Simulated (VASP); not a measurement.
# Si (P-3m1) in VASP: further runs

Si is run at these levels: r2SCAN; tasks: single point.

Program: VASP 6.6.1. These are calculated values, not measurements. Logs are shortened: lines on timing, memory, paths and dates and some standing lists are left out, and cuts for length are marked.

## 1. The cell of the first run

The structure is trigonal, space group P-3m1 (No. 164). The conventional cell has a = 3.840 Å, b = 3.840 Å, c = 9.907 Å, α = 90.00°, β = 90.00°, γ = 120.00°. Within 3.1 Å of Si (site symmetry 3m) lie 4 Si at 2.35 Å. Within 3.1 Å of Si (site symmetry 3m) lie 4 Si at 2.35 Å. Si (site symmetry 3m) has 4 Si at 2.35 to 2.85 Å within 3.1 Å.

## 2. Single point, r2SCAN (the distance across one plane changed)

Contents of POSCAR:

```
Si
1.0
    2.7154700000     -2.7154700000      0.0000000000
    2.7154700000      0.0000000000     -2.7154700000
    5.7196151346      5.7196151346      5.7196151346
Si
6
Direct
    0.6666666667      0.6666666667      0.5142965158
    1.0000000000      0.0000000000      0.1977868747
    0.3333333333      0.3333333333      0.8308061569
    0.6666666667      0.6666666667      0.7516787466
    1.0000000000      1.0000000000      0.4351691055
    0.3333333333      0.3333333333      0.1186594644
```

Contents of INCAR.step1:

```
SYSTEM = Si
  PREC = Accurate
  ENCUT = 520
  ISMEAR = 0
  SIGMA = 0.05
  LREAL = .FALSE.
  LASPH = .TRUE.
  NELM = 100
  NBANDS = 21
  GGA = PE
  ALGO = Normal
  EDIFF = 1E-4
  LWAVE = .TRUE.
  LCHARG = .FALSE.
```

Contents of INCAR.step2:

```
SYSTEM = Si
  PREC = Accurate
  ENCUT = 520
  EDIFF = 1E-7
  ISMEAR = 0
  SIGMA = 0.05
  LREAL = .FALSE.
  LASPH = .TRUE.
  NELM = 100
  ALGO = Normal
  ISIF = 2
  LWAVE = .FALSE.
  LCHARG = .FALSE.
  METAGGA = R2SCAN
  LMIXTAU = .TRUE.
  NBANDS = 21
  ISTART = 1
```

Contents of KPOINTS:

```
Automatic mesh
0
G
  8 8 3
  0 0 0
```

Potentials or basis: VASP PAW PBE potentials, release 64 (Si).

On the command line:

```
$ cat potpaw_PBE.64/Si/POTCAR > POTCAR
$ cp INCAR.step1 INCAR
$ mpirun -np 1 vasp_std > vasp.out
$ cp INCAR.step2 INCAR
$ mpirun -np 1 vasp_std > vasp.out
```

OUTCAR:

```text
SYSTEM = Si
   PREC = Accurate
   ENCUT = 520
   EDIFF = 1E-7
   ISMEAR = 0
   LREAL = .FALSE.
   LASPH = .TRUE.
   NELM = 100
   ISIF = 2
   METAGGA = R2SCAN
   ISTART = 1

 ion  position               nearest neighbor table
   1  0.667  0.667  0.514-   5 2.35   4 2.35   5 2.35   5 2.35
   2  0.000  0.000  0.198-   6 2.35   5 2.35   6 2.35   6 2.35
   3  0.333  0.333  0.831-   4 2.35   4 2.35   4 2.35   6 2.85
   4  0.667  0.667  0.752-   3 2.35   3 2.35   1 2.35   3 2.35
   5  0.000  0.000  0.435-   1 2.35   2 2.35   1 2.35   1 2.35
   6  0.333  0.333  0.119-   2 2.35   2 2.35   2 2.35   3 2.85

  LATTYP: Found a hexagonal cell.
 ALAT       =     3.8402545022
 C/A-ratio  =     2.5796894469

  Lattice vectors:

 A1 = (  -2.7154700000,   0.0000000000,   2.7154700000)
 A2 = (   2.7154700000,  -2.7154700000,   0.0000000000)
 A3 = (   5.7196151346,   5.7196151346,   5.7196151346)

Analysis of symmetry for initial positions (statically):
=====================================================================
 Subroutine PRICEL returns:
 Original cell was already a primitive cell.

 Routine SETGRP: Setting up the symmetry group for a
 hexagonal supercell.

 Subroutine GETGRP returns: Found 12 space group operations
 (whereof  6 operations were pure point group operations)
 out of a pool of 24 trial point group operations.

The static configuration has the point symmetry C_3v.
 The point group associated with its full space group is D_3d.

Analysis of symmetry for dynamics (positions and initial velocities):
=====================================================================
 Subroutine PRICEL returns:
 Original cell was already a primitive cell.

 Routine SETGRP: Setting up the symmetry group for a
 hexagonal supercell.

 Subroutine GETGRP returns: Found 12 space group operations
 (whereof  6 operations were pure point group operations)
 out of a pool of 24 trial point group operations.

The dynamic configuration has the point symmetry C_3v.
 The point group associated with its full space group is D_3d.

 Subroutine INISYM returns: Found 12 space group operations
 (whereof  6 operations are pure point group operations),
 and found     1 'primitive' translations

----------------------------------------------------------------------------------------

                                     Primitive cell

[... 98 lines left out ...]
   LREAL  =      F    real-space projection
   EDIFFG = 0.1E-05   stopping-criterion for IOM
   NSW    =      0    number of steps for IOM
   IBRION =     -1    ionic relax: 0-MD 1-quasi-New 2-CG
   NFREE  =      0    steps in history (QN), initial steepest desc. (CG)
   ISIF   =      2    stress and relaxation
   ISYM   =      2    0-nonsym 1-usesym 2-fastsym
   POTIM  = 0.5000    time-step for ionic-motion
   TEBEG  =    0.0;   TEEND  =   0.0 temperature during run
   PSTRESS=    0.0 pullay stress
   NELECT =      24.0000    total number of electrons
   NUPDOWN=      -1.0000    fix difference up-down
   EMIN   =  10.00;   EMAX   =-10.00  energy-range for DOS
   EFERMI =   0.00;   METHOD = LEGACY
   ISMEAR =     0;   SIGMA  =   0.05  broadening in eV -4-tet -1-fermi 0-gaus
   EFERMI_NEDOS =   21; number of points for ismear=-14 and -15
   IALGO  =     38    algorithm
   IMIX   =      4    mixing-type and parameters
     AMIX     =   0.40;   BMIX     =  1.00
     AMIX_MAG =   1.60;   BMIX_MAG =  1.00
  volume/ion in A,a.u.               =      21.09       142.31
  Fermi-wavevector in a.u.,A,eV,Ry     =   0.940631  1.777535 12.038250  0.884786
  Thomas-Fermi vector in A             =   2.068062
   LORBIT       =      0    0 simple, 1 ext, 2 COOP (PROOUT), +10 PAW based schemes
   METAGGA = R2SCAN    functional components
   LHFCALC =     F    Hartree Fock is set to
   AEXX    =    0.0000 exact exchange contribution
   IVDW    =     0    specifies the selected vdW correction
   LEPSILON=     F    determine dielectric tensor
   LRPA    =     F    only Hartree local field effects (RPA)
 non-spin polarized calculation
 Gauss-broadening in eV      SIGMA  =   0.05
  energy-cutoff  :      520.00
  volume of cell :      126.53
 maximum number of plane-waves:      3430
 NGX is ok and might be reduce to    30
   NGX = 15   NGY = 15   NGZ = 37

 number of electron      24.0000001 magnetization

 Free energy of the ion-electron system (eV)
  ---------------------------------------------------
  ext. energy  EPLUGINS =         0.00000000
  ---------------------------------------------------
  free energy    TOTEN  =       -52.04684395 eV

  energy without entropy =      -52.04684395  energy(sigma->0) =      -52.04684395

 E-fermi :   5.5584     XC(G=0):  -9.6351

 val. band max:        5.3100047352   @ k =   0.0000   0.0000   0.0000
 cond. band min:       5.9502353720   @ k =   0.3750   0.0000   0.3333
 fundamental gap:      0.6402306367
 Fermi energy:         5.5583706711

 k-point     1 :       0.0000    0.0000    0.0000
  band No.  band energies     occupation
      1      -7.1240      2.00000
      2      -6.0225      2.00000
      3      -5.5288      2.00000
      4      -0.6138      2.00000
      5       0.2714      2.00000
      6       4.1145      2.00000
[... 565 lines left out ...]
     20      10.7478      0.00000
     21      10.8541      0.00000

 [... further k-points ...]

------------------------ aborting loop because EDIFF is reached ----------------------------------------

  FORCE on cell =-STRESS in cart. coord.  units (eV):
  Direction    XX          YY          ZZ          XY          YZ          ZX
  --------------------------------------------------------------------------------------
  -------------------------------------------------------------------------------------
  Total       -1.6292005     -1.6292005     -1.6292005     -1.7658344     -1.7658344     -1.7658344
  in kB      -20.6303715    -20.6303715    -20.6303715    -22.3605491    -22.3605491    -22.3605491
  external PRESSURE =     -20.6303715 kB  Pullay stress =       0.0000000 kB

 VOLUME and BASIS-vectors are now :
 -----------------------------------------------------------------------------
  energy-cutoff  :      520.00
  volume of cell :      126.53
      direct lattice vectors                 reciprocal lattice vectors
     2.715470000 -2.715470000  0.000000000     0.122753458 -0.245506917  0.122753458
     2.715470000  0.000000000 -2.715470000     0.122753458  0.122753458 -0.245506917
     5.719615135  5.719615135  5.719615135     0.058278980  0.058278980  0.058278980

 POSITION                                       TOTAL-FORCE (eV/Angst)
 -----------------------------------------------------------------------------------
      6.56220      1.13126      1.13126        -0.021758     -0.021758     -0.021758
      1.13126      1.13126      1.13126        -0.208134     -0.208134     -0.208134
      6.56220      3.84673      3.84673         0.843426      0.843426      0.843426
      7.91994      2.48900      2.48900         0.208134      0.208134      0.208134
      2.48900      2.48900      2.48900         0.021758      0.021758      0.021758
      2.48900     -0.22647     -0.22647        -0.843426     -0.843426     -0.843426
 -----------------------------------------------------------------------------------
    total drift:                               -0.000011     -0.000011     -0.000011

  FREE ENERGIE OF THE ION-ELECTRON SYSTEM (eV)
  ---------------------------------------------------
  free  energy   TOTEN  =       -52.0468439528 eV

  energy  without entropy=      -52.0468439528  energy(sigma->0) =      -52.04684395
```

OSZICAR.step1:

```text
N       E                     dE             d eps       ncg     rms          rms(c)
DAV:   1     0.478738081032E+02    0.47874E+02   -0.92726E+03  1050   0.938E+02
DAV:   2    -0.288630946254E+02   -0.76737E+02   -0.73466E+02  1343   0.138E+02
DAV:   3    -0.324839953472E+02   -0.36209E+01   -0.35466E+01  1389   0.277E+01
DAV:   4    -0.325333467013E+02   -0.49351E-01   -0.49290E-01  1404   0.396E+00
DAV:   5    -0.325341680559E+02   -0.82135E-03   -0.82086E-03  1397   0.496E-01    0.816E+00
DAV:   6    -0.321541952625E+02    0.37997E+00   -0.23807E-01  1238   0.214E+00    0.494E+00
DAV:   7    -0.319975380885E+02    0.15666E+00   -0.41199E-01  1247   0.277E+00    0.397E-01
DAV:   8    -0.319997500934E+02   -0.22120E-02   -0.31530E-02  1273   0.907E-01    0.257E-01
DAV:   9    -0.320007867673E+02   -0.10367E-02   -0.30015E-03  1282   0.264E-01    0.108E-01
DAV:  10    -0.320011107205E+02   -0.32395E-03   -0.33684E-04  1323   0.866E-02    0.578E-02
DAV:  11    -0.320012743452E+02   -0.16362E-03   -0.18936E-04  1205   0.701E-02    0.911E-03
DAV:  12    -0.320012793982E+02   -0.50530E-05   -0.62896E-06   695   0.137E-02
   1 F= -.32001279E+02 E0= -.32001279E+02  d E =-.106732E-11
```

Run time: 7.8 min. Hardware: 1 thread of Intel Xeon 8259CL, shared host; peak memory 0.25 GiB.

What came out:

```
Free energy            : -52.0468 eV
Pressure               : -2.1 GPa
Largest force          : 1.461 eV/Å
Band gap on the k mesh : 0.64 eV (least direct gap 1.65 eV)
```

Forces on the atoms (eV/Å):
```
Si  -0.022 -0.022 -0.022
Si  -0.208 -0.208 -0.208
Si   0.843  0.843  0.843
Si   0.208  0.208  0.208
Si   0.022  0.022  0.022
Si  -0.843 -0.843 -0.843
```

Levels at points of the mesh, in eV from the valence-band top:
```tsv
k point	band 8	band 9	band 10	band 11	band 12	band 13	band 14	band 15	band 16	band 17
(0.00, 0.00, 0.00)	-0.87	-0.87	-0.18	-0.18	0.00	1.67	2.02	2.45	2.90	2.90
(0.50, 0.00, 0.00)	-2.96	-2.96	-2.32	-2.12	-1.79	0.73	0.99	2.04	2.28	3.37
```

Caveat: the cell differs from its parent crystal (the distance across one plane changed); the PAW data sets were made with another functional, which shifts forces and pressure a little. A k mesh can miss the band edges.

## 3. Single point, r2SCAN (the distance across one plane changed)

Contents of POSCAR:

```
Si
1.0
    2.7154700000     -2.7154700000      0.0000000000
    2.7154700000      0.0000000000     -2.7154700000
    5.8639527019      5.8639527019      5.8639527019
Si
6
Direct
    0.6666666667      0.6666666667      0.5016374253
    1.0000000000      0.0000000000      0.1929184732
    0.3333333333      0.3333333333      0.8103563774
    0.6666666667      0.6666666667      0.7331766394
    1.0000000000      1.0000000000      0.4244576873
    0.3333333333      0.3333333333      0.1157387351
```

Contents of INCAR.step1:

```
ALGO = Normal
EDIFF = 1E-4
ENCUT = 520
GGA = PE
ISMEAR = 0
LASPH = T
LCHARG = F
LREAL = F
LWAVE = T
NBANDS = 21
NELM = 100
PREC = Accurate
SIGMA = 0.05
```

Contents of INCAR.step2:

```
ALGO = Normal
EDIFF = 1E-6
ENCUT = 520
ISIF = 2
ISMEAR = 0
ISTART = 1
LASPH = T
LCHARG = T
LELF = T
LMIXTAU = T
LREAL = F
LVHAR = T
LWAVE = F
METAGGA = R2SCAN
NBANDS = 21
NELM = 100
PREC = Accurate
SIGMA = 0.05
```

Contents of KPOINTS:

```
k-points
0
Gamma
  8 8 3
```

Potentials or basis: VASP PAW PBE potentials, release 64 (Si).

On the command line:

```
$ cat potpaw_PBE.64/Si/POTCAR > POTCAR
$ cp INCAR.step1 INCAR
$ mpirun -np 1 vasp_std > vasp.out
$ cp INCAR.step2 INCAR
$ mpirun -np 1 vasp_std > vasp.out
```

OUTCAR:

```text
EDIFF = 1E-6
   ENCUT = 520
   ISIF = 2
   ISMEAR = 0
   ISTART = 1
   LASPH = T
   LREAL = F
   METAGGA = R2SCAN
   NELM = 100
   PREC = Accurate

 ion  position               nearest neighbor table
   1  0.667  0.667  0.502-   5 2.35   5 2.35   5 2.35   4 2.35
   2  0.000  0.000  0.193-   6 2.35   5 2.35   6 2.35   6 2.35
   3  0.333  0.333  0.810-   4 2.35   4 2.35   4 2.35   6 3.10
   4  0.667  0.667  0.733-   3 2.35   3 2.35   1 2.35   3 2.35
   5  0.000  0.000  0.424-   1 2.35   1 2.35   1 2.35   2 2.35
   6  0.333  0.333  0.116-   2 2.35   2 2.35   2 2.35   3 3.10

  LATTYP: Found a hexagonal cell.
[... 783 lines left out ...]
  -------------------------------------------------------------------------------------
  Total       -1.8391857     -1.8391857     -1.8391857     -1.8930947     -1.8930947     -1.8930947
  in kB      -22.7161345    -22.7161345    -22.7161345    -23.3819752    -23.3819752    -23.3819752
  external PRESSURE =     -22.7161345 kB  Pullay stress =       0.0000000 kB

 VOLUME and BASIS-vectors are now :
 -----------------------------------------------------------------------------
  energy-cutoff  :      520.00
  volume of cell :      129.72
      direct lattice vectors                 reciprocal lattice vectors
     2.715470000 -2.715470000  0.000000000     0.122753458 -0.245506917  0.122753458
     2.715470000  0.000000000 -2.715470000     0.122753458  0.122753458 -0.245506917
     5.863952702  5.863952702  5.863952702     0.056844479  0.056844479  0.056844479

 POSITION                                       TOTAL-FORCE (eV/Angst)
 -----------------------------------------------------------------------------------
      6.56220      1.13126      1.13126        -0.037772     -0.037772     -0.037772
      1.13126      1.13126      1.13126        -0.276590     -0.276590     -0.276590
      6.56220      3.84673      3.84673         0.776718      0.776718      0.776718
      7.91994      2.48900      2.48900         0.276590      0.276590      0.276590
      2.48900      2.48900      2.48900         0.037772      0.037772      0.037772
      2.48900     -0.22647     -0.22647        -0.776718     -0.776718     -0.776718
 -----------------------------------------------------------------------------------
    total drift:                               -0.000004     -0.000004     -0.000004

  FREE ENERGIE OF THE ION-ELECTRON SYSTEM (eV)
  ---------------------------------------------------
  free  energy   TOTEN  =       -51.6042353023 eV

  energy  without entropy=      -51.6042353020  energy(sigma->0) =      -51.60423530
```

OSZICAR.step1:

```text
N       E                     dE             d eps       ncg     rms          rms(c)
DAV:   1     0.485332632480E+02    0.48533E+02   -0.90476E+03  1050   0.925E+02
DAV:   2    -0.282270970159E+02   -0.76760E+02   -0.73679E+02  1311   0.140E+02
DAV:   3    -0.320836999817E+02   -0.38566E+01   -0.38238E+01  1350   0.285E+01
DAV:   4    -0.321393562250E+02   -0.55656E-01   -0.55601E-01  1406   0.423E+00
DAV:   5    -0.321403610889E+02   -0.10049E-02   -0.10046E-02  1360   0.552E-01    0.811E+00
DAV:   6    -0.317455719521E+02    0.39479E+00   -0.27650E-01  1220   0.227E+00    0.488E+00
DAV:   7    -0.315918245839E+02    0.15375E+00   -0.43644E-01  1259   0.282E+00    0.457E-01
DAV:   8    -0.315939784739E+02   -0.21539E-02   -0.37196E-02  1259   0.973E-01    0.273E-01
DAV:   9    -0.315950344748E+02   -0.10560E-02   -0.36201E-03  1265   0.289E-01    0.113E-01
DAV:  10    -0.315953497292E+02   -0.31525E-03   -0.36560E-04  1328   0.894E-02    0.612E-02
DAV:  11    -0.315955272875E+02   -0.17756E-03   -0.20429E-04  1220   0.719E-02    0.105E-02
DAV:  12    -0.315955332716E+02   -0.59841E-05   -0.82150E-06   725   0.155E-02
   1 F= -.31595533E+02 E0= -.31595531E+02  d E =-.458441E-05
```

Wall time 6.6 min (1 thread of Intel Xeon 8259CL, shared host); peak memory 0.25 GiB.

What came out:

```
Free energy            : -51.6042 eV
Pressure               : -2.3 GPa
Largest force          : 1.345 eV/Å
Band gap on the k mesh : 0.39 eV (least direct gap 1.16 eV)
```

Forces on the atoms (eV/Å):
```
Si  -0.038 -0.038 -0.038
Si  -0.277 -0.277 -0.277
Si   0.777  0.777  0.777
Si   0.277  0.277  0.277
Si   0.038  0.038  0.038
Si  -0.777 -0.777 -0.777
```

Caveat: the cell differs from its parent crystal (the distance across one plane changed); the PAW data sets were made with another functional, which shifts forces and pressure a little. A k mesh can miss the band edges.

(Part 1 of 3 ends here.)

The gap in the log of VASP goes by the Fermi energy; the results here count the filled bands.